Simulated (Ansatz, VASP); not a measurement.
RbBr in VASP and in Ansatz

```
CELL_PARAMETERS angstrom
4.18280 0.00000 0.00000
0.00000 4.18280 0.00000
0.00000 0.00000 4.20060
ATOMIC_POSITIONS crystal
Rb 0.00000 0.00000 0.00000
Br 0.50000 0.50000 0.50000
```

Change from the starting cell: species swapped into the LuTl type (P4/mmm, No. 123).

Alike in both runs: functional PBE; k mesh 4 × 4 × 3; occupations gaussian, width 0.15 eV; no spin polarisation.

Ansatz relaxed the structure, and its values are those at the end. VASP's run is a single point on that final structure, the one shown.

|  | VASP | Ansatz |
| --- | --- | --- |
| version | VASP 6.6.1 | Ansatz 0.2.0 |
| potentials or method | VASP PAW PBE potentials, release 64 (Rb_sv, Br), cutoff 500 eV | scalar-relativistic, plane waves, PAW |
| valence electrons in the cell | 16 | 16 |

```csv
,VASP,Ansatz,Ansatz less VASP
gap on the k mesh at the Fermi level (eV),3.94,3.94,+0.002
least direct gap on the mesh (eV),4.07,4.07,+0.001
pressure (GPa),0.1,0.1,-0.02
```

The k mesh is coarse, so the values compare programs but aren't converged.
